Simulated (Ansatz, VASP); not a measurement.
Two plane-wave programs on SrO

File POSCAR:

```
SrO
1.0
    0.0000000000      2.5698000000      2.5698000000
    2.5698000000      0.0000000000      2.5698000000
    2.5698000000      2.5698000000      0.0000000000
Sr O
1 1
Direct
    0.0000000000      0.0000000000      0.0000000000
    0.5275160239      0.5000000000      0.5000000000
```

File INCAR.step1:

```
SYSTEM = SrO
ALGO     = Normal         ! electronic algorithm
EDIFF    = 1E-4           ! SCF threshold, eV
ENCUT    = 520            ! plane-wave cutoff, eV
GGA      = PE             ! functional
ISMEAR   = 0              ! smearing method
LASPH    = .TRUE.         ! aspherical terms in the spheres
LCHARG   = .FALSE.        ! write CHGCAR
LREAL    = .FALSE.        ! projectors in reciprocal space
LWAVE    = .TRUE.         ! write WAVECAR
NBANDS   = 15             ! bands
NELM     = 100            ! most SCF steps
PREC     = Accurate       ! precision mode
SIGMA    = 0.05           ! smearing width, eV
```

INCAR.step2

```
SYSTEM = SrO
ALGO     = Normal         ! electronic algorithm
EDIFF    = 1E-7           ! SCF threshold, eV
ENCUT    = 520            ! plane-wave cutoff, eV
ISIF     = 2              ! what is computed and relaxed
ISMEAR   = 0              ! smearing method
ISTART   = 1            
LASPH    = .TRUE.         ! aspherical terms in the spheres
LCHARG   = .TRUE.         ! write CHGCAR
LELF     = .TRUE.         ! ELF
LMIXTAU  = .TRUE.       
LREAL    = .FALSE.        ! projectors in reciprocal space
LVHAR    = .TRUE.       
LWAVE    = .FALSE.        ! write WAVECAR
METAGGA  = R2SCAN         ! meta-GGA
NBANDS   = 15             ! bands
NELM     = 100            ! most SCF steps
PREC     = Accurate       ! precision mode
SIGMA    = 0.05           ! smearing width, eV
```

KPOINTS

```
k-points
0
G
  8 8 8
  0 0 0
```

Input for Ansatz:

```yaml
crystal:
  lattice:
    - [0.0, 2.5698, 2.5698]
    - [2.5698, 0.0, 2.5698]
    - [2.5698, 2.5698, 0.0]
  atoms:
    - { symbol: Sr, position: [0.0, 0.0, 0.0] }
    - { symbol: O, position: [0.5275160239, 0.5, 0.5] }
basis:
  ecutwfc: 500
kpoints:
  mp_grid: { grid: [8, 8, 8] }
hamiltonian:
  xc: r2scan
scf:
  occupations: { method: gaussian, width: 0.05 }
output:
  forces: true
  stress: true
  eigenvalues: true
```

Change from the starting cell: all O atoms moved -0.100 Å, as atom 2 towards its neighbour atom 2 (O) at 3.634 Å.

Alike in both runs: task single point; functional r2SCAN; k mesh 8 × 8 × 8; occupations gaussian, width 0.05 eV; no spin polarisation.

```csv
,VASP,Ansatz
version,VASP 6.6.1,Ansatz 0.2.0
potentials or method,"VASP PAW PBE potentials, release 64 (Sr_sv, O), cutoff 520 eV","scalar-relativistic, plane waves, PAW"
valence electrons in the cell,16,16
```

```csv
,VASP,Ansatz,Ansatz less VASP
gap on the k mesh at the Fermi level (eV),3.81,3.86,+0.052
least direct gap on the mesh (eV),3.87,3.91,+0.040
pressure (GPa),2.0,1.4,-0.57
"traceless stress, the component that is largest in VASP (GPa)",-0.41,-0.39,+0.024
rms of the force components (eV/Å),0.153,0.144,-0.0089
```

VASP's potentials were made for PBE, not for r2SCAN. Atom by atom the forces differ by 0.009 eV/Å (rms over components). With one functional, cell and mesh, what is left measures potentials, basis and numerics.
